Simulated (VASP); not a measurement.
# Be7S (Amm2) in VASP: notebook

Aim: see how the results for Be7S move with the level of theory and the settings. Levels: PBE, r2SCAN. Tasks: relaxation of cell and atoms, single point.

All numbers are computed with VASP 6.6.1; they aren't measurements. Logs are shortened: lines on timing, memory, paths and dates and some standing lists are left out, and cuts for length are marked.

**1. The cell of the first run**

The structure is orthorhombic, space group Amm2 (No. 38). Conventional cell: a = 6.736 Å, b = 4.386 Å, c = 5.305 Å, α = 90.00°, β = 90.00°, γ = 90.00°. Be (site symmetry mm2) has 12 Be at 2.14 to 2.89 Å within 2.9 Å. Within 2.9 Å of Be (site symmetry mm2) lie 12 Be at 2.14 to 2.89 Å. Be (site symmetry 1) has 10 Be at 2.11 to 2.70 Å and 1 S at 2.32 Å within 2.8 Å. Within 2.8 Å of Be (site symmetry mm2) lie 3 S at 2.10 to 2.26 Å and 4 Be at 2.32 Å. Within 2.8 Å of S (site symmetry mm2) lie 7 Be at 2.10 to 2.32 Å.

**2. Relaxation of cell and atoms, PBE**

File INCAR:

```
  PREC = Accurate
  ENCUT = 600
  EDIFF = 1E-6
  ISMEAR = 0
  SIGMA = 0.1
  LREAL = F
  LASPH = T
  NELM = 80
  ALGO = Normal
  ISIF = 3
  LWAVE = F
  LCHARG = F
  GGA = PE
  IBRION = 2
  NSW = 100
  EDIFFG = -0.01
```

File KPOINTS:

```
Automatic mesh
0
Gamma
  6 10 10
```

File POSCAR:

```
Be7S
1.0
    6.7356639203      0.0000000000      0.0000000000
    0.0000000000      2.1929568382      2.6526958661
    0.0000000000     -2.1929568382      2.6526958661
Be S
7 1
Direct
    0.5000000000      0.7640507343      0.7640507343
    0.5000000000      0.2199426578      0.2199426578
    0.7003480504      0.7328276284      0.2513402377
    0.2996519496      0.7328276284      0.2513402377
    0.2996519496      0.2513402377      0.7328276284
    0.7003480504      0.2513402377      0.7328276284
    0.0000000000      0.5760255290      0.5760255290
    0.0000000000      0.9715909221      0.9715909221
```

Potentials or basis: VASP PAW PBE potentials, release 64 (Be, S).

Command:

```
cat potpaw_PBE.64/Be/POTCAR potpaw_PBE.64/S/POTCAR > POTCAR
mpirun -np 1 vasp_std > vasp.out
```

OUTCAR:

```text
PREC = Accurate
   ENCUT = 600
   EDIFF = 1E-6
   ISMEAR = 0
   LREAL = F
   LASPH = T
   NELM = 80
   ISIF = 3
   GGA = PE
   IBRION = 2
   NSW = 100
   EDIFFG = -0.01

 ion  position               nearest neighbor table
   1  0.500  0.764  0.764-   3 2.14   4 2.14   5 2.14   6 2.14   2 2.21   2 2.21   4 2.24   3 2.24
                             5 2.24   6 2.24
   2  0.500  0.220  0.220-   3 2.14   4 2.14   5 2.14   6 2.14   1 2.21   1 2.21   4 2.24   3 2.24
                             5 2.24   6 2.24
   3  0.700  0.733  0.251-   6 2.11   2 2.14   1 2.14   1 2.24   2 2.24   6 2.27   8 2.32   7 2.32

   4  0.300  0.733  0.251-   5 2.11   2 2.14   1 2.14   1 2.24   2 2.24   5 2.27   8 2.32   7 2.32

   5  0.300  0.251  0.733-   4 2.11   2 2.14   1 2.14   1 2.24   2 2.24   4 2.27   8 2.32   7 2.32

   6  0.700  0.251  0.733-   3 2.11   2 2.14   1 2.14   1 2.24   2 2.24   3 2.27   8 2.32   7 2.32

   7  0.000  0.576  0.576-   8 2.10   8 2.26   8 2.26   6 2.32   3 2.32   4 2.32   5 2.32
   8  0.000  0.972  0.972-   7 2.10   7 2.26   7 2.26   4 2.32   5 2.32   6 2.32   3 2.32

  LATTYP: Found a base centered orthorhombic cell.
 ALAT       =     4.3859136764
 B/A-ratio  =     1.2096434457
 C/A-ratio  =     1.5357493141

  Lattice vectors:

 A1 = (   0.0000000000,   2.1929568382,  -2.6526958661)
 A2 = (   0.0000000000,   2.1929568382,   2.6526958661)
 A3 = (   6.7356639203,   0.0000000000,   0.0000000000)

Analysis of symmetry for initial positions (statically):
=====================================================================
 Subroutine PRICEL returns:
 Original cell was already a primitive cell.

 Routine SETGRP: Setting up the symmetry group for a
 base centered orthorhombic supercell.

 Subroutine GETGRP returns: Found  4 space group operations
 (whereof  4 operations were pure point group operations)
 out of a pool of  8 trial point group operations.

The static configuration has the point symmetry C_2v.

Analysis of symmetry for dynamics (positions and initial velocities):
=====================================================================
 Subroutine PRICEL returns:
 Original cell was already a primitive cell.

 Routine SETGRP: Setting up the symmetry group for a
 base centered orthorhombic supercell.

 Subroutine GETGRP returns: Found  4 space group operations
 (whereof  4 operations were pure point group operations)
 out of a pool of  8 trial point group operations.

The dynamic configuration has the point symmetry C_2v.

 Subroutine INISYM returns: Found  4 space group operations
 (whereof  4 operations are pure point group operations),
 and found     1 'primitive' translations

----------------------------------------------------------------------------------------

                                     Primitive cell

  volume of cell :      78.3660

  direct lattice vectors                    reciprocal lattice vectors
     6.735663920  0.000000000  0.000000000     0.148463464  0.000000000  0.000000000
     0.000000000  2.192956838  2.652695866     0.000000000  0.228002663  0.188487495
     0.000000000 -2.192956838  2.652695866     0.000000000 -0.228002663  0.188487495

  length of vectors
     6.735663920  3.441780797  3.441780797     0.148463464  0.295825541  0.295825541

  position of ions in fractional coordinates (direct lattice)
     0.500000000  0.764050734  0.764050734
     0.500000000  0.219942658  0.219942658
     0.700348050  0.732827628  0.251340238
     0.299651950  0.732827628  0.251340238
     0.299651950  0.251340238  0.732827628
     0.700348050  0.251340238  0.732827628
     0.000000000  0.576025529  0.576025529
     0.000000000  0.971590922  0.971590922

  ion indices of the primitive-cell ions
   primitive index   ion index
                 1           1
                 2           2
                 3           3
                 4           4
                 5           5
                 6           6
                 7           7
                 8           8

----------------------------------------------------------------------------------------

 KPOINTS: Automatic mesh

Automatic generation of k-mesh.
 Grid dimensions read from file:
 generate k-points for:    6   10   10

 Generating k-lattice:

  Cartesian coordinates                     Fractional coordinates (reciprocal lattice)
     0.024743911  0.000000000  0.000000000     0.166666667  0.000000000  0.000000000
     0.000000000  0.022800266  0.018848750     0.000000000  0.100000000  0.000000000
     0.000000000 -0.022800266  0.018848750     0.000000000  0.000000000  0.100000000

  Length of vectors
     0.024743911  0.029582554  0.029582554

  Shift w.r.t. Gamma in fractional coordinates (k-lattice)
     0.000000000  0.000000000  0.000000000

 Subroutine IBZKPT returns following result:
 ===========================================

 Found    124 irreducible k-points:

 Following reciprocal coordinates:
            Coordinates               Weight
  0.000000  0.000000  0.000000      1.000000
  0.166667  0.000000  0.000000      2.000000
  0.333333  0.000000  0.000000      2.000000
  0.500000  0.000000  0.000000      1.000000
  0.000000  0.100000  0.000000      4.000000
  0.166667  0.100000  0.000000      8.000000
[... 16 lines left out ...]
  0.333333  0.500000 -0.000000      4.000000
  0.500000  0.500000 -0.000000      2.000000
 [... further k-points ...]
   k-points           NKPTS =    124   k-points in BZ     NKDIM =    124   number of bands    NBANDS=     15
   number of dos      NEDOS =    301   number of ions     NIONS =      8
   total plane-waves  NPLWV =  42336
   dimension x,y,z NGX =    54 NGY =   28 NGZ =   28
   dimension x,y,z NGXF=   108 NGYF=   56 NGZF=   56
   ions per type =               7   1
   NGX,Y,Z   is equivalent  to a cutoff of  13.33, 13.52, 13.52 a.u.
   NGXF,Y,Z  is equivalent  to a cutoff of  26.66, 27.05, 27.05 a.u.
 SYSTEM =  unknown system
   PREC   = accura    normal or accurate (medium, high low for compatibility)
   ISTART =      0    job   : 0-new  1-cont  2-samecut
   ICHARG =      2    charge: 1-file 2-atom 10-const
   ISPIN  =      1    spin polarized calculation?
   LNONCOLLINEAR =      F non collinear calculations
   LSORBIT =      F    spin-orbit coupling
   LASPH  =      T    aspherical Exc in radial PAW
   ENCUT  =  600.0 eV  44.10 Ry    6.64 a.u.  13.45  6.87  6.87*2*pi/ulx,y,z
   NELM   =     80;   NELMIN=  2; NELMDL= -5     # of ELM steps
   EDIFF  = 0.1E-05   stopping-criterion for ELM
   LREAL  =      F    real-space projection
   EDIFFG = -.1E-01   stopping-criterion for IOM
   NSW    =    100    number of steps for IOM
   IBRION =      2    ionic relax: 0-MD 1-quasi-New 2-CG
   NFREE  =      1    steps in history (QN), initial steepest desc. (CG)
   ISIF   =      3    stress and relaxation
   ISYM   =      2    0-nonsym 1-usesym 2-fastsym
   POTIM  = 0.5000    time-step for ionic-motion
   TEBEG  =    0.0;   TEEND  =   0.0 temperature during run
   PSTRESS=    0.0 pullay stress
   NELECT =      20.0000    total number of electrons
   NUPDOWN=      -1.0000    fix difference up-down
   EMIN   =  10.00;   EMAX   =-10.00  energy-range for DOS
   EFERMI =   0.00;   METHOD = LEGACY
   ISMEAR =     0;   SIGMA  =   0.10  broadening in eV -4-tet -1-fermi 0-gaus
   EFERMI_NEDOS =   21; number of points for ismear=-14 and -15
   IALGO  =     38    algorithm
   IMIX   =      4    mixing-type and parameters
     AMIX     =   0.40;   BMIX     =  1.00
     AMIX_MAG =   1.60;   BMIX_MAG =  1.00
  volume/ion in A,a.u.               =       9.80        66.11
  Fermi-wavevector in a.u.,A,eV,Ry     =   1.038426  1.962340 14.671548  1.078328
  Thomas-Fermi vector in A             =   2.172910
   LORBIT       =      0    0 simple, 1 ext, 2 COOP (PROOUT), +10 PAW based schemes
   GGA     = PE    functional components
   LHFCALC =     F    Hartree Fock is set to
   AEXX    =    0.0000 exact exchange contribution
   IVDW    =     0    specifies the selected vdW correction
   LEPSILON=     F    determine dielectric tensor
   LRPA    =     F    only Hartree local field effects (RPA)
 conjugate gradient relaxation of ions
 non-spin polarized calculation
 Gauss-broadening in eV      SIGMA  =   0.10
  energy-cutoff  :      600.00
  volume of cell :       78.37
 maximum number of plane-waves:      2639
 NGX is ok and might be reduce to    54
   NGX = 27   NGY = 13   NGZ = 13

--------------------------------------- Ionic step        1  -------------------------------------------

 number of electron      20.0000001 magnetization

 Free energy of the ion-electron system (eV)
  ---------------------------------------------------
  ext. energy  EPLUGINS =         0.00000000
  ---------------------------------------------------
  free energy    TOTEN  =       -29.41272610 eV

  energy without entropy =      -29.40794465  energy(sigma->0) =      -29.41033538

------------------------ aborting loop because EDIFF is reached ----------------------------------------

  FORCE on cell =-STRESS in cart. coord.  units (eV):
  Direction    XX          YY          ZZ          XY          YZ          ZX
  --------------------------------------------------------------------------------------
  -------------------------------------------------------------------------------------
  Total        0.7097226      0.0425273     -0.1275999      0.0000000      0.0000000      0.0000000
  in kB       14.5101296      0.8694607     -2.6087540      0.0000000      0.0000000      0.0000000
  external PRESSURE =       4.2569454 kB  Pullay stress =       0.0000000 kB
[... 237 lines left out ...]
  energy  without entropy=      -29.4108283038  energy(sigma->0) =      -29.41327060

--------------------------------------- Ionic step        7  -------------------------------------------

 number of electron      20.0000001 magnetization

 Free energy of the ion-electron system (eV)
  ---------------------------------------------------
  ext. energy  EPLUGINS =         0.00000000
  ---------------------------------------------------
  free energy    TOTEN  =       -29.41575695 eV

  energy without entropy =      -29.41087760  energy(sigma->0) =      -29.41331728

 E-fermi :   6.3989     XC(G=0): -10.2673

 val. band max:        6.3892061271   @ k =   0.0000   0.5000   0.3000
 cond. band min:       6.4243401688   @ k =   0.1667  -0.4000   0.3000
 fundamental gap:      0.0351340417
 Fermi energy:         6.3988773758

 k-point     1 :       0.0000    0.0000    0.0000
  band No.  band energies     occupation
      1      -9.2427      2.00000
      2      -3.1608      2.00000
      3      -2.2293      2.00000
      4       1.4746      2.00000
      5       3.0311      2.00000
      6       3.0590      2.00000
      7       3.4891      2.00000
      8       4.5984      2.00000
      9       5.4153      2.00000
     10       5.9387      2.00000
     11       8.7281      0.00000
     12       9.0210      0.00000
     13       9.1609      0.00000
     14       9.3147      0.00000
     15      10.3767      0.00000
[... 397 lines left out ...]
 k-point    24 :       0.5000    0.5000   -0.0000
  band No.  band energies     occupation
      1      -8.4900      2.00000
      2      -1.9778      2.00000
      3      -1.6430      2.00000
      4      -1.0197      2.00000
      5       1.2003      2.00000
      6       2.5568      2.00000
      7       2.7695      2.00000
      8       3.5955      2.00000
      9       3.9372      2.00000
     10       6.2924      1.86805
     11       7.3474      0.00000
     12       7.9919      0.00000
     13       9.3371      0.00000
     14      10.3457      0.00000
     15      11.1305      0.00000

 [... further k-points ...]

------------------------ aborting loop because EDIFF is reached ----------------------------------------

  FORCE on cell =-STRESS in cart. coord.  units (eV):
  Direction    XX          YY          ZZ          XY          YZ          ZX
  --------------------------------------------------------------------------------------
  -------------------------------------------------------------------------------------
  Total       -0.0132399      0.0187369     -0.0059089      0.0000000      0.0000000      0.0000000
  in kB       -0.2697273      0.3817149     -0.1203792      0.0000000      0.0000000      0.0000000
  external PRESSURE =      -0.0027972 kB  Pullay stress =       0.0000000 kB
[... 23 lines left out ...]
  FREE ENERGIE OF THE ION-ELECTRON SYSTEM (eV)
  ---------------------------------------------------
  free  energy   TOTEN  =       -29.4157569507 eV

  energy  without entropy=      -29.4108776050  energy(sigma->0) =      -29.41331728

 reached required accuracy - stopping structural energy minimisation
```

Run time: 4.9 min. Hardware: 1 thread of AMD EPYC 9R45 (Zen 5), shared host; peak memory 0.27 GiB.

What came out:

| Item | Value |
| --- | --- |
| Free energy | -29.4158 eV |
| Relaxed volume | 9.83 Å³/atom |
| Relaxed cell | a = 6.787 Å, b = 3.434 Å, c = 3.434 Å, α = 79.33°, β = 90.00°, γ = 90.00° |
| Space group after relaxing (to 0.1 Å) | Amm2 (No. 38) |
| Energy gained by relaxing | 0.4 meV/atom |
| Ionic steps | 7 |
| Pressure after relaxing | 0.0 GPa |
| Largest force after relaxing | 0.008 eV/Å |
| Band gap on the k mesh | zero (bands 10 and 11 overlap by 3.07 eV) |

Forces in eV/Å, atoms in the order of the input:
```
Be   0.000  0.000 -0.008
Be   0.000  0.000  0.005
Be   0.000 -0.003 -0.001
Be   0.000 -0.003 -0.001
Be   0.000  0.003 -0.001
Be   0.000  0.003 -0.001
Be   0.000  0.000  0.001
S    0.000  0.000  0.006
```

Step by step:
```tsv
step	energy change (eV)	largest force (eV/Å)	pressure (GPa)	volume (Å³)
1	0.0000	0.0424	0.43	78.37
2	-0.0023	0.0180	0.04	78.66
3	-0.0026	0.0256	-0.20	78.84
4	-0.0029	0.0216	-0.07	78.73
5	-0.0030	0.0199	0.00	78.66
6	-0.0030	0.0191	0.02	78.64
7	-0.0030	0.0075	0.00	78.64
```

Final structure:
```
Be S
1.0
     6.78708    0.00000    0.00000
     0.00000    2.19180    2.64335
     0.00000   -2.19180    2.64335
Be S
7 1
Direct
  0.50000 0.76313 0.76313
  0.50000 0.22037 0.22037
  0.70001 0.73285 0.25114
  0.29999 0.73285 0.25114
  0.29999 0.25114 0.73285
  0.70001 0.25114 0.73285
  0.00000 0.57608 0.57608
  0.00000 0.97240 0.97240
```

Levels at points of the mesh, in eV from the Fermi level:
```
           k point  band 8  band 9  band 10  band 11  band 12  band 13
(0.00, 0.00, 0.00)   -1.80   -0.98    -0.46     2.33     2.62     2.76
(0.50, 0.00, 0.00)   -1.71   -1.52     1.42     2.24     2.48     2.62
(0.00, 0.50, 0.00)   -1.55   -0.38     0.79     0.86     1.36     1.73
(0.50, 0.50, 0.00)   -2.80   -2.46    -0.11     0.95     1.59     2.94
(0.00, 0.50, 0.50)   -4.36   -4.03    -2.84    -1.19     0.82     1.50
(0.50, 0.50, 0.50)   -3.72   -3.64    -2.64    -0.98     1.05     1.53
```

**3. Single point, r2SCAN**

This run uses another cell than the first one, of 9.82 Å³/atom.

File POSCAR:

```
Be7S
1.0
    6.7850120026      0.0000000000      0.0000000000
    0.0000000000      2.1912587319      2.6425462592
    0.0000000000     -2.1912587319      2.6425462592
Be S
7 1
Direct
    0.5000000000      0.7630421424      0.7630421424
    0.5000000000      0.2202811687      0.2202811687
    0.6999530218      0.7327725010      0.2510936875
    0.3000469782      0.7327725010      0.2510936875
    0.3000469782      0.2510936875      0.7327725010
    0.6999530218      0.2510936875      0.7327725010
    0.0000000000      0.5763519211      0.5763519211
    0.0000000000      0.9725379662      0.9725379662
```

File INCAR.step1:

```
  ALGO = Normal
  EDIFF = 1E-4
  ENCUT = 520
  GGA = PE
  ISMEAR = 0
  LASPH = True
  LCHARG = False
  LREAL = False
  LWAVE = True
  NBANDS = 20
  NELM = 60
  PREC = Accurate
  SIGMA = 0.1
```

File INCAR.step2:

```
  ALGO = Normal
  EDIFF = 1E-6
  ENCUT = 520
  ISIF = 2
  ISMEAR = 0
  ISTART = 1
  LASPH = True
  LCHARG = False
  LMIXTAU = True
  LREAL = False
  LWAVE = False
  METAGGA = R2SCAN
  NBANDS = 20
  NELM = 60
  PREC = Accurate
  SIGMA = 0.1
```

File KPOINTS:

```
k-points
0
Gamma
  6 10 10
```

Potentials or basis: VASP PAW PBE potentials, release 64 (Be, S).

Command:

```
cat potpaw_PBE.64/Be/POTCAR potpaw_PBE.64/S/POTCAR > POTCAR
cp INCAR.step1 INCAR
mpirun -np 1 vasp_std > vasp.out
cp INCAR.step2 INCAR
mpirun -np 1 vasp_std > vasp.out
```

Run time: 4.5 min. Hardware: 1 thread of Intel Xeon 6975P-C (Granite Rapids), shared host; peak memory 0.3 GiB.

It converged, with:

```yaml
Free_energy: -37.3151 eV
Pressure: 0.4 GPa
Largest_force: 0.037 eV/Å
Band_gap_on_the_k_mesh: zero (bands 10 and 11 overlap by 3.30 eV)
```

Forces in eV/Å, atoms in the order of the input:
```
Be   0.000  0.000 -0.037
Be   0.000  0.000  0.037
Be  -0.029 -0.019 -0.002
Be   0.029 -0.019 -0.002
Be   0.029  0.019 -0.002
Be  -0.029  0.019 -0.002
Be   0.000  0.000  0.031
S    0.000  0.000 -0.023
```

Stress tensor (GPa, compression positive):
```
 0.22  0.00  0.00
 0.00 -0.01  0.00
 0.00  0.00  1.00
```

Levels at points of the mesh, in eV from the Fermi level:
```
           k point  band 6  band 7  band 8  band 9  band 10  band 11  band 12  band 13  band 14  band 15
(0.00, 0.00, 0.00)   -3.61   -3.09   -1.86   -0.99    -0.51     2.49     2.70     3.08     3.22     4.25
(0.50, 0.00, 0.00)   -3.69   -2.61   -1.78   -1.60     1.68     2.31     2.70     2.79     4.19     4.98
(0.00, 0.50, 0.00)   -5.18   -4.17   -1.71   -0.35     0.84     0.89     1.42     1.90     3.21     4.23
(0.50, 0.50, 0.00)   -4.19   -3.89   -3.06   -2.62    -0.09     1.02     1.83     3.13     4.25     5.01
(0.00, 0.50, 0.50)   -4.99   -4.74   -4.68   -4.27    -3.08    -1.28     0.94     1.56     3.97     4.63
(0.50, 0.50, 0.50)   -5.72   -4.75   -4.01   -3.97    -2.86    -1.05     1.08     1.74     2.08     3.59
```

Caveat: the PAW data sets were made with another functional, which shifts forces and pressure a little.

[end of part 1 of 2]

The gap in the log of VASP goes by the Fermi energy; the results here count the filled bands.